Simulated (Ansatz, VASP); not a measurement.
## Two plane-wave programs on BaF2

```xyz
3
Lattice="0.0000 3.0972 3.0972 3.0972 0.0000 3.0972 3.0972 3.0972 0.0000" Properties=species:S:1:pos:R:3 pbc="T T T"
Ba    0.0000    0.0000    0.0000
F     1.5486    1.5486    1.5486
F     4.6457    4.6457    4.6457
```

Alike in both runs: task single point; functional HSE06; k mesh 4 × 4 × 4; no spin polarisation.

```csv
,VASP,Ansatz
version,VASP 6.6.1,Ansatz 0.2.0
potentials or method,"VASP PAW PBE potentials, release 64 (Ba_sv, F)","plane waves, PAW"
plane-wave cutoff (eV),520,420
occupations,"gaussian, width 0.01 eV",fixed
valence electrons in the cell,24,24
```

```tsv
	VASP	Ansatz	Ansatz less VASP
gap on the k mesh at the Fermi level (eV)	8.70	8.77	+0.067
pressure (GPa)	1.4	0.4	-1.02
```

Ansatz's warnings: stress exchange threshold loose, stress scf threshold loose.

The k mesh is coarse, so the values compare programs but aren't converged. Neither program's run includes spin-orbit coupling.
